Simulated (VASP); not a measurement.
A run of VASP 6.6.1 is set up as follows.

File INCAR:

```
  PREC = Accurate
  ENCUT = 600
  EDIFF = 1E-6
  ISMEAR = 1
  SIGMA = 0.1
  LREAL = False
  LASPH = True
  NELM = 200
  ALGO = Normal
  ISIF = 2
  LWAVE = False
  LCHARG = True
  ISPIN = 2
  MAGMOM = 3.5 -2.5
  LORBIT = 11
  LMAXMIX = 4
  GGA = PE
  LELF = True
  LVHAR = True
  NBANDS = 20
  GGA_COMPAT = False
```

The input KPOINTS:

```
Automatic mesh
0
Gamma
  8 8 8
```

POSCAR

```
FeCo
1.0
    2.8570000000      0.0000000000      0.0000000000
    0.0000000000      2.8570000000      0.0000000000
    0.0000000000      0.0000000000      2.8570000000
Fe Co
1 1
Direct
    0.5000000000      0.5000000000      0.5000000000
    0.0000000000      0.0000000000      0.0000000000
```

Potentials or basis: VASP PAW PBE potentials, release 64 (Fe, Co).

Run with:

```bash
$ cat potpaw_PBE.64/Fe/POTCAR potpaw_PBE.64/Co/POTCAR > POTCAR
$ mpirun -np 1 vasp_std > vasp.out
```

Problem. Predict the net moment.

Solution. -0.33 μB per cell.

Problem. Estimate the site moments.

Solution. Fe +0.99; Co -1.31 μB.

Caveat: the cell stands under tension.
